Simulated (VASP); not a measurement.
InAs:

```
In As
1.0
     0.00000    3.01800    3.01800
     3.01800    0.00000    3.01800
     3.01800    3.01800    0.00000
In As
1 1
Direct
  0.00000 0.00000 0.00000
  0.75000 0.75000 0.75000
```

Program: VASP 6.6.1. Alike in all runs: task single point; potentials or basis VASP PAW PBE potentials, release 64 (In_d, As); no spin polarisation; cell as given; cutoff (eV) 520; smearing fermi-dirac 0.05 eV.

Q: Order these runs on this cell by their band gap on the k mesh, lowest first.
A. level PBE-based screened hybrid; k mesh 4 × 4 × 4; grid for exact exchange (PRECFOCK) Normal; share of exact exchange 0.25; screening parameter 0.2 1/Å
B. level PBEsol+D3(BJ); k mesh 8 × 8 × 8
C. level PBE-based screened hybrid; k mesh 4 × 4 × 4; grid for exact exchange (PRECFOCK) Normal; share of exact exchange 0.15; screening parameter 0.2 1/Å

A: B (metal), C (0.28 eV), A (0.63 eV).

Caveats: some runs use coarse meshes; spin-orbit coupling is left out, which moves the levels of the heavy elements.

